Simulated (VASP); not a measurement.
# Ga3AsP2 (P3m1) in VASP: a series of runs

The runs below take Ga3AsP2 through single point, relaxation of cell and atoms, with PBE.

Everything below comes from runs of VASP 6.6.1. Logs are shortened: lines on timing, memory, paths and dates and some standing lists are left out, and cuts for length are marked.

## 1. The cell of the first run

It takes space group P3m1 (No. 156, trigonal). Conventional cell: a = 3.834 Å, b = 3.834 Å, c = 9.392 Å, α = 90.00°, β = 90.00°, γ = 120.00°. Within 3.1 Å of Ga (site symmetry 3m) lie 3 As at 2.35 Å and 1 P at 2.35 Å. Within 3.1 Å of Ga (site symmetry 3m) lie 1 As at 2.35 Å and 3 P at 2.35 Å. Ga (site symmetry 3m) has 4 P at 2.35 Å within 3.1 Å. P (site symmetry 3m) has 4 Ga at 2.35 Å within 3.1 Å. P (site symmetry 3m) has 4 Ga at 2.35 Å within 3.1 Å. Within 3.1 Å of As (site symmetry 3m) lie 4 Ga at 2.35 Å.

## 2. Single point, PBE

File INCAR:

```
SYSTEM = Ga3AsP2
  PREC = Accurate
  ENCUT = 520
  EDIFF = 1E-6
  ISMEAR = 0
  SIGMA = 0.1
  LREAL = .False.
  LASPH = .True.
  NELM = 100
  ALGO = Normal
  ISIF = 2
  LWAVE = .False.
  LCHARG = .True.
  GGA = PE
  LELF = .True.
  LVHAR = .True.
  NBANDS = 36
```

File KPOINTS:

```
regular mesh
0
Gamma
  6 6 2
  0 0 0
```

File POSCAR:

```
Ga3AsP2
1.0
    3.8343305000      0.0000000000      0.0000000000
   -1.9171652500      3.3206276200      0.0000000000
    0.0000000000      0.0000000000      9.3921532300
Ga P As
3 2 1
Direct
    0.0000000000      0.0000000000      0.0000000000
    0.3333333300      0.6666666700      0.6666666700
    0.6666666700      0.3333333300      0.3333333300
    0.6666666700      0.3333333300      0.5833333300
    0.0000000000      0.0000000000      0.2500000000
    0.3333333300      0.6666666700      0.9166666700
```

Potentials or basis: VASP PAW PBE potentials, release 64 (Ga_d, P, As).

Launch:

```sh
> cat potpaw_PBE.64/Ga_d/POTCAR potpaw_PBE.64/P/POTCAR potpaw_PBE.64/As/POTCAR > POTCAR
> mpirun -np 1 vasp_std > vasp.out
```

OUTCAR:

```text
SYSTEM = Ga3AsP2
   PREC = Accurate
   ENCUT = 520
   EDIFF = 1E-6
   ISMEAR = 0
   LREAL = .False.
   LASPH = .True.
   NELM = 100
   ISIF = 2
   GGA = PE

 ion  position               nearest neighbor table
   1  0.000  0.000  0.000-   6 2.35   5 2.35   6 2.35   6 2.35
   2  0.333  0.667  0.667-   6 2.35   4 2.35   4 2.35   4 2.35
   3  0.667  0.333  0.333-   5 2.35   4 2.35   5 2.35   5 2.35
   4  0.667  0.333  0.583-   3 2.35   2 2.35   2 2.35   2 2.35
   5  0.000  0.000  0.250-   3 2.35   1 2.35   3 2.35   3 2.35
   6  0.333  0.667  0.917-   1 2.35   2 2.35   1 2.35   1 2.35

  LATTYP: Found a hexagonal cell.
 ALAT       =     3.8343305000
 C/A-ratio  =     2.4494897427

  Lattice vectors:

 A1 = (   3.8343305000,   0.0000000000,   0.0000000000)
 A2 = (  -1.9171652500,   3.3206276200,   0.0000000000)
 A3 = (   0.0000000000,   0.0000000000,   9.3921532300)

Analysis of symmetry for initial positions (statically):
=====================================================================
 Subroutine PRICEL returns:
 Original cell was already a primitive cell.

 Routine SETGRP: Setting up the symmetry group for a
 hexagonal supercell.

 Subroutine GETGRP returns: Found  6 space group operations
 (whereof  6 operations were pure point group operations)
 out of a pool of 24 trial point group operations.

The static configuration has the point symmetry C_3v.

Analysis of symmetry for dynamics (positions and initial velocities):
=====================================================================
 Subroutine PRICEL returns:
 Original cell was already a primitive cell.

 Routine SETGRP: Setting up the symmetry group for a
 hexagonal supercell.

 Subroutine GETGRP returns: Found  6 space group operations
 (whereof  6 operations were pure point group operations)
 out of a pool of 24 trial point group operations.

The dynamic configuration has the point symmetry C_3v.

 Subroutine INISYM returns: Found  6 space group operations
 (whereof  6 operations are pure point group operations),
 and found     1 'primitive' translations

----------------------------------------------------------------------------------------

                                     Primitive cell

  volume of cell :     119.5845

  direct lattice vectors                    reciprocal lattice vectors
     3.834330500  0.000000000  0.000000000     0.260801723  0.150573945  0.000000000
    -1.917165250  3.320627620  0.000000000     0.000000000  0.301147890  0.000000000
     0.000000000  0.000000000  9.392153230     0.000000000  0.000000000  0.106471857

  length of vectors
     3.834330500  3.834330500  9.392153230     0.301147890  0.301147890  0.106471857

  position of ions in fractional coordinates (direct lattice)
     0.000000000  0.000000000  0.000000000
     0.333333330  0.666666670  0.666666670
     0.666666670  0.333333330  0.333333330
     0.666666670  0.333333330  0.583333330
     0.000000000  0.000000000  0.250000000
     0.333333330  0.666666670  0.916666670

  ion indices of the primitive-cell ions
   primitive index   ion index
                 1           1
                 2           2
                 3           3
                 4           4
                 5           5
                 6           6

----------------------------------------------------------------------------------------

 KPOINTS: regular mesh

Automatic generation of k-mesh.
 Grid dimensions read from file:
 generate k-points for:    6    6    2

 Generating k-lattice:

  Cartesian coordinates                     Fractional coordinates (reciprocal lattice)
     0.043466954  0.025095657  0.000000000     0.166666667  0.000000000  0.000000000
     0.000000000  0.050191315  0.000000000     0.000000000  0.166666667  0.000000000
     0.000000000  0.000000000  0.053235929     0.000000000  0.000000000  0.500000000

  Length of vectors
     0.050191315  0.050191315  0.053235929

  Shift w.r.t. Gamma in fractional coordinates (k-lattice)
     0.000000000  0.000000000  0.000000000

 Subroutine IBZKPT returns following result:
 ===========================================

 Found     14 irreducible k-points:

 Following reciprocal coordinates:
            Coordinates               Weight
  0.000000  0.000000  0.000000      1.000000
  0.166667  0.000000  0.000000      6.000000
  0.333333  0.000000  0.000000      6.000000
  0.500000  0.000000  0.000000      3.000000
  0.166667  0.166667  0.000000      6.000000
  0.333333  0.166667  0.000000     12.000000
  0.333333  0.333333  0.000000      2.000000
  0.000000  0.000000  0.500000      1.000000
  0.166667  0.000000  0.500000      6.000000
  0.333333  0.000000  0.500000      6.000000
  0.500000  0.000000  0.500000      3.000000
  0.166667  0.166667  0.500000      6.000000
  0.333333  0.166667  0.500000     12.000000
  0.333333  0.333333  0.500000      2.000000
   k-points           NKPTS =     14   k-points in BZ     NKDIM =     14   number of bands    NBANDS=     36
   number of dos      NEDOS =    301   number of ions     NIONS =      6
   total plane-waves  NPLWV =  63000
   dimension x,y,z NGX =    30 NGY =   30 NGZ =   70
   dimension x,y,z NGXF=    60 NGYF=   60 NGZF=  140
   ions per type =               3   2   1
   NGX,Y,Z   is equivalent  to a cutoff of  13.01, 13.01, 12.39 a.u.
   NGXF,Y,Z  is equivalent  to a cutoff of  26.01, 26.01, 24.78 a.u.
 SYSTEM =  Ga3AsP2
   PREC   = accura    normal or accurate (medium, high low for compatibility)
   ISTART =      0    job   : 0-new  1-cont  2-samecut
   ICHARG =      2    charge: 1-file 2-atom 10-const
   ISPIN  =      1    spin polarized calculation?
   LNONCOLLINEAR =      F non collinear calculations
   LSORBIT =      F    spin-orbit coupling
   LASPH  =      T    aspherical Exc in radial PAW
   ENCUT  =  520.0 eV  38.22 Ry    6.18 a.u.   7.13  7.13 17.46*2*pi/ulx,y,z
   NELM   =    100;   NELMIN=  2; NELMDL= -5     # of ELM steps
   EDIFF  = 0.1E-05   stopping-criterion for ELM
   LREAL  =      F    real-space projection
   EDIFFG = 0.1E-04   stopping-criterion for IOM
   NSW    =      0    number of steps for IOM
   IBRION =     -1    ionic relax: 0-MD 1-quasi-New 2-CG
   NFREE  =      0    steps in history (QN), initial steepest desc. (CG)
   ISIF   =      2    stress and relaxation
   ISYM   =      2    0-nonsym 1-usesym 2-fastsym
   POTIM  = 0.5000    time-step for ionic-motion
   TEBEG  =    0.0;   TEEND  =   0.0 temperature during run
   PSTRESS=    0.0 pullay stress
   NELECT =      54.0000    total number of electrons
   NUPDOWN=      -1.0000    fix difference up-down
   EMIN   =  10.00;   EMAX   =-10.00  energy-range for DOS
   EFERMI =   0.00;   METHOD = LEGACY
   ISMEAR =     0;   SIGMA  =   0.10  broadening in eV -4-tet -1-fermi 0-gaus
   EFERMI_NEDOS =   21; number of points for ismear=-14 and -15
   IALGO  =     38    algorithm
   IMIX   =      4    mixing-type and parameters
     AMIX     =   0.40;   BMIX     =  1.00
     AMIX_MAG =   1.60;   BMIX_MAG =  1.00
  volume/ion in A,a.u.               =      19.93       134.50
  Fermi-wavevector in a.u.,A,eV,Ry     =   1.255975  2.373449 21.462838  1.577474
  Thomas-Fermi vector in A             =   2.389706
   LORBIT       =      0    0 simple, 1 ext, 2 COOP (PROOUT), +10 PAW based schemes
   GGA     = PE    functional components
   LHFCALC =     F    Hartree Fock is set to
   AEXX    =    0.0000 exact exchange contribution
   IVDW    =     0    specifies the selected vdW correction
   LEPSILON=     F    determine dielectric tensor
   LRPA    =     F    only Hartree local field effects (RPA)
 non-spin polarized calculation
 Gauss-broadening in eV      SIGMA  =   0.10
  energy-cutoff  :      520.00
  volume of cell :      119.58
 maximum number of plane-waves:      3252
 NGX is ok and might be reduce to    30
   NGX = 15   NGY = 15   NGZ = 35

 number of electron      53.9999981 magnetization

 Free energy of the ion-electron system (eV)
  ---------------------------------------------------
  ext. energy  EPLUGINS =         0.00000000
  ---------------------------------------------------
  free energy    TOTEN  =       -26.13727500 eV

  energy without entropy =      -26.13727500  energy(sigma->0) =      -26.13727500

 E-fermi :   5.3792     XC(G=0):  -9.9892

 val. band max:        4.9590766776   @ k =   0.0000   0.0000   0.0000
 cond. band min:       6.4205521438   @ k =   0.5000   0.0000   0.0000
 fundamental gap:      1.4614754662
 Fermi energy:         5.3792247158

 k-point     1 :       0.0000    0.0000    0.0000
  band No.  band energies     occupation
      1      -9.9512      2.00000
      2      -9.8730      2.00000
      3      -9.8730      2.00000
      4      -9.8704      2.00000
      5      -9.7881      2.00000
      6      -9.7881      2.00000
[... 28 lines left out ...]
     35       9.6429      0.00000
     36       9.8522      0.00000

 k-point     2 :       0.1667    0.0000    0.0000
  band No.  band energies     occupation
      1      -9.9718      2.00000
      2      -9.8825      2.00000
      3      -9.8619      2.00000
      4      -9.8600      2.00000
      5      -9.8023      2.00000
      6      -9.7796      2.00000
[... 28 lines left out ...]
     35      10.0967      0.00000
     36      10.2303      0.00000

 k-point     3 :       0.3333    0.0000    0.0000
  band No.  band energies     occupation
      1     -10.0110      2.00000
      2      -9.8897      2.00000
      3      -9.8758      2.00000
      4      -9.8416      2.00000
      5      -9.8031      2.00000
      6      -9.7812      2.00000
[... 28 lines left out ...]
     35      11.0509      0.00000
     36      11.1950      0.00000

 k-point     4 :       0.5000    0.0000    0.0000
  band No.  band energies     occupation
      1     -10.0292      2.00000
      2      -9.8979      2.00000
      3      -9.8851      2.00000
      4      -9.8331      2.00000
      5      -9.8054      2.00000
      6      -9.7775      2.00000
[... 28 lines left out ...]
     35      10.9488      0.00000
     36      12.2410      0.00000

 k-point     5 :       0.1667    0.1667    0.0000
  band No.  band energies     occupation
      1      -9.9992      2.00000
      2      -9.8885      2.00000
      3      -9.8682      2.00000
      4      -9.8468      2.00000
      5      -9.8035      2.00000
      6      -9.7793      2.00000
[... 265 lines left out ...]
 k-point    12 :       0.1667    0.1667    0.5000
  band No.  band energies     occupation
      1      -9.9991      2.00000
      2      -9.8848      2.00000
      3      -9.8739      2.00000
      4      -9.8465      2.00000
      5      -9.8044      2.00000
      6      -9.7762      2.00000
[... 28 lines left out ...]
     35      10.7479      0.00000
     36      11.1924      0.00000

 k-point    13 :       0.3333    0.1667    0.5000
  band No.  band energies     occupation
      1     -10.0230      2.00000
      2      -9.8907      2.00000
      3      -9.8881      2.00000
      4      -9.8364      2.00000
      5      -9.7995      2.00000
      6      -9.7767      2.00000
[... 28 lines left out ...]
     35      11.0492      0.00000
     36      11.4769      0.00000

 k-point    14 :       0.3333    0.3333    0.5000
  band No.  band energies     occupation
      1     -10.0258      2.00000
      2      -9.8898      2.00000
      3      -9.8897      2.00000
      4      -9.8360      2.00000
      5      -9.7929      2.00000
      6      -9.7762      2.00000
[... 28 lines left out ...]
     35      11.2676      0.00000
     36      11.8012      0.00000

------------------------ aborting loop because EDIFF is reached ----------------------------------------

  FORCE on cell =-STRESS in cart. coord.  units (eV):
  Direction    XX          YY          ZZ          XY          YZ          ZX
  --------------------------------------------------------------------------------------
  -------------------------------------------------------------------------------------
  Total        5.9991961      5.9991961      5.7570392      0.0000000      0.0000000      0.0000000
  in kB       80.3764371     80.3764372     77.1320509      0.0000000      0.0000000      0.0000000
  external PRESSURE =      79.2949751 kB  Pullay stress =       0.0000000 kB

 VOLUME and BASIS-vectors are now :
 -----------------------------------------------------------------------------
  energy-cutoff  :      520.00
  volume of cell :      119.58
      direct lattice vectors                 reciprocal lattice vectors
     3.834330500  0.000000000  0.000000000     0.260801723  0.150573945  0.000000000
    -1.917165250  3.320627620  0.000000000     0.000000000  0.301147890  0.000000000
     0.000000000  0.000000000  9.392153230     0.000000000  0.000000000  0.106471857

 POSITION                                       TOTAL-FORCE (eV/Angst)
 -----------------------------------------------------------------------------------
      0.00000      0.00000      0.00000         0.000000     -0.000000      0.801177
     -0.00000      2.21375      6.26144        -0.000000     -0.000000     -0.814255
      1.91717      1.10688      3.13072        -0.000000      0.000000      0.017574
      1.91717      1.10688      5.47876         0.000000     -0.000000     -0.079605
      0.00000      0.00000      2.34804         0.000000     -0.000000      0.024413
     -0.00000      2.21375      8.60947        -0.000000      0.000000      0.050695
 -----------------------------------------------------------------------------------
    total drift:                                0.000003     -0.000002     -0.000545

  FREE ENERGIE OF THE ION-ELECTRON SYSTEM (eV)
  ---------------------------------------------------
  free  energy   TOTEN  =       -26.1372749969 eV

  energy  without entropy=      -26.1372749968  energy(sigma->0) =      -26.13727500
```

It took 40 s on 1 thread of Intel Xeon 6975P-C (Granite Rapids), shared host; peak memory 0.26 GiB.

What came out:

```yaml
Free_energy: -26.1373 eV
Pressure: 7.9 GPa
Largest_force: 0.814 eV/Å
Band_gap_on_the_k_mesh: 1.46 eV, indirect (least direct gap 1.78 eV)
```

Forces in eV/Å, atoms in the order of the input:
```
Ga   0.000  0.000  0.801
Ga   0.000  0.000 -0.814
Ga   0.000  0.000  0.018
P    0.000  0.000 -0.080
P    0.000  0.000  0.024
As   0.000  0.000  0.051
```

Stress tensor (GPa, compression positive):
```
8.04 0.00 0.00
0.00 8.04 0.00
0.00 0.00 7.71
```

A k mesh can miss the band edges. As with any semilocal functional, this PBE gap is likely too small.

## 3. Single point, PBE

This run uses another cell than the first one, of 21.76 Å³/atom, 1.092 times its volume.

File INCAR:

```
SYSTEM = Ga3AsP2
  ALGO = Normal
  EDIFF = 1E-6
  ENCUT = 520
  GGA = PE
  ISIF = 2
  ISMEAR = 0
  LASPH = .True.
  LCHARG = .False.
  LREAL = .False.
  LWAVE = .False.
  NBANDS = 36
  NELM = 100
  PREC = Accurate
  SIGMA = 0.1
```

File KPOINTS:

```
k-points
0
Gamma
  6 6 2
  0 0 0
```

File POSCAR:

```
Ga3AsP2
1.0
    3.9501236971      0.0000000000      0.0000000000
   -1.9750618485      3.4209074697      0.0000000000
    0.0000000000      0.0000000000      9.6630111490
Ga P As
3 2 1
Direct
    0.0000000000      0.0000000000      0.0069276597
    0.3333333333      0.6666666667      0.6599146765
    0.6666666667      0.3333333333      0.3332091167
    0.6666666667      0.3333333333      0.5802875712
    0.0000000000      0.0000000000      0.2533312093
    0.3333333333      0.6666666667      0.9163297665
```

Potentials or basis: VASP PAW PBE potentials, release 64 (Ga_d, P, As).

Launch:

```sh
> cat potpaw_PBE.64/Ga_d/POTCAR potpaw_PBE.64/P/POTCAR potpaw_PBE.64/As/POTCAR > POTCAR
> mpirun -np 1 vasp_std > vasp.out
```

Wall time 41 s (1 thread of Intel Xeon 6975P-C (Granite Rapids), shared host); peak memory 0.26 GiB.

Results (log left out):

```yaml
Free_energy: -26.4424 eV
Pressure: 0.1 GPa
Largest_force: 0.016 eV/Å
Band_gap_on_the_k_mesh: 0.95 eV, direct
```

Forces on the atoms (eV/Å):
```
Ga   0.000  0.000  0.014
Ga   0.000  0.000 -0.016
Ga   0.000  0.000  0.005
P    0.000  0.000 -0.004
P    0.000  0.000 -0.003
As   0.000  0.000  0.004
```

Levels at points of the mesh, in eV from the valence-band top:
```tsv
k point	band 25	band 26	band 27	band 28	band 29	band 30
(0.00, 0.00, 0.00)	-0.14	0.00	0.00	0.95	1.25	1.59
(0.50, 0.00, 0.00)	-2.51	-1.83	-1.48	1.51	1.64	2.30
(0.00, 0.00, 0.50)	-0.69	-0.18	-0.18	1.14	1.70	2.05
(0.50, 0.00, 0.50)	-2.28	-1.20	-1.15	1.20	1.72	2.05
```

A k mesh can miss the band edges. Expect the measured gap to be larger: semilocal functionals such as PBE lack the derivative discontinuity.

## 4. Relaxation of cell and atoms, PBE

File INCAR:

```
PREC = Accurate
ENCUT = 600
EDIFF = 1E-6
ISMEAR = 0
SIGMA = 0.1
LREAL = F
LASPH = T
NELM = 60
ALGO = Normal
ISIF = 3
LWAVE = F
LCHARG = F
GGA = PE
IBRION = 2
NSW = 90
EDIFFG = -0.04
```

File KPOINTS:

```
Automatic mesh
0
Gamma
  6 6 2
```

File POSCAR:

```
Ga3AsP2
1.0
    3.8343305000      0.0000000000      0.0000000000
   -1.9171652500      3.3206276200      0.0000000000
    0.0000000000      0.0000000000      9.3921532300
Ga P As
3 2 1
Direct
    0.0000000000      0.0000000000      0.0000000000
    0.3333333300      0.6666666700      0.6666666700
    0.6666666700      0.3333333300      0.3333333300
    0.6666666700      0.3333333300      0.5833333300
    0.0000000000      0.0000000000      0.2500000000
    0.3333333300      0.6666666700      0.9166666700
```

Launch:

```sh
> cat potpaw_PBE.64/Ga_d/POTCAR potpaw_PBE.64/P/POTCAR potpaw_PBE.64/As/POTCAR > POTCAR
> mpirun -np 1 vasp_std > vasp.out
```

Wall time 4.4 min (1 thread of Intel Xeon 6975P-C, shared host); peak memory 0.32 GiB.

It converged, with:

```yaml
Free_energy: -26.4404 eV
Relaxed_volume: 21.80 Å³/atom
Relaxed_cell: a = 3.951 Å, b = 3.951 Å, c = 9.673 Å, α = 90.00°, β = 90.00°, γ = 120.00°
Space_group_after_relaxing_to_0.05_Å: P3m1 (No. 156)
Energy_gained_by_relaxing: 50.6 meV/atom
Ionic_steps: 6
Pressure_after_relaxing: 0.0 GPa
Largest_force_after_relaxing: 0.028 eV/Å
Band_gap_on_the_k_mesh: 0.93 eV, direct
```

Forces on the atoms (eV/Å):
```
Ga   0.000  0.000  0.007
Ga   0.000  0.000  0.028
Ga   0.000  0.000  0.017
P    0.000  0.000 -0.027
P    0.000  0.000 -0.006
As   0.000  0.000 -0.019
```

Stress tensor (GPa, compression positive):
```
 0.00  0.00  0.00
 0.00  0.00  0.00
 0.00  0.00 -0.15
```

Step by step:
```csv
step,energy change (eV),largest force (eV/Å),pressure (GPa),volume (Å³)
1,0.0000,0.8130,7.91,119.58
2,-0.2237,0.2042,-3.10,137.44
3,-0.2849,0.3438,-0.21,131.25
4,-0.2954,0.1827,-0.11,130.97
5,-0.3017,0.1770,0.11,130.52
6,-0.3034,0.0280,-0.05,130.79
```

Final structure:
```
Ga P As
1.0
     3.95122    0.00000    0.00000
    -1.97561    3.42185    0.00000
     0.00000    0.00000    9.67341
Ga P As
3 2 1
Direct
  0.00000 0.00000 0.00707
  0.33333 0.66667 0.65962
  0.66667 0.33333 0.33318
  0.66667 0.33333 0.58033
  0.00000 0.00000 0.25338
  0.33333 0.66667 0.91643
```

Levels at points of the mesh, in eV from the valence-band top:
```
           k point  band 23  band 24  band 25  band 26  band 27  band 28  band 29  band 30  band 31  band 32
(0.00, 0.00, 0.00)    -0.91    -0.91    -0.14     0.00     0.00     0.93     1.24     1.59     3.66     3.66
(0.50, 0.00, 0.00)    -2.73    -2.68    -2.51    -1.84    -1.47     1.51     1.63     2.29     2.55     4.38
(0.00, 0.00, 0.50)    -1.30    -0.70    -0.70    -0.17    -0.17     1.13     1.69     2.05     4.07     4.07
(0.50, 0.00, 0.50)    -3.24    -2.57    -2.27    -1.20    -1.15     1.19     1.72     2.05     3.31     3.34
```

A k mesh can miss the band edges. Expect the measured gap to be larger: semilocal functionals such as PBE lack the derivative discontinuity.

(Part 1 of 2 ends here.)
